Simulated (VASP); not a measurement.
Here is a VASP 6.6.1 calculation.

The input INCAR:

```
  PREC = Accurate
  ENCUT = 520
  EDIFF = 1E-6
  ISMEAR = -1
  SIGMA = 0.02
  LREAL = F
  LASPH = T
  NELM = 100
  ALGO = Normal
  ISIF = 2
  LWAVE = F
  LCHARG = F
  GGA = PE
  IBRION = 2
  NSW = 80
  EDIFFG = -0.02
```

Contents of KPOINTS:

```
Automatic mesh
0
Gamma
  14 14 14
```

Contents of POSCAR:

```
BN
1.0
    0.0000000000      1.8075000000      1.8075000000
    1.8075000000      0.0000000000      1.8075000000
    1.8075000000      1.8075000000      0.0000000000
B N
1 1
Direct
    0.0000000000      0.0000000000      0.0000000000
    0.2500000000      0.2500000000      0.2500000000
```

Potentials or basis: VASP PAW PBE potentials, release 64 (B, N).

Run with:

```bash
$ cat potpaw_PBE.64/B/POTCAR potpaw_PBE.64/N/POTCAR > POTCAR
$ mpirun -np 1 vasp_std > vasp.out
```

**Question.** What does it give for the band gap on the k mesh?

**Answer.** 4.46 eV, indirect (least direct gap 8.82 eV).

Final structure:
```
B N
1.0
     0.00000    1.80750    1.80750
     1.80750    0.00000    1.80750
     1.80750    1.80750    0.00000
B N
1 1
Direct
  0.00000 0.00000 0.00000
  0.25000 0.25000 0.25000
```

Caveat: the relaxation stopped at its first step, so nothing moved. PBE gaps usually lie below the measured ones, often by a third to a half.
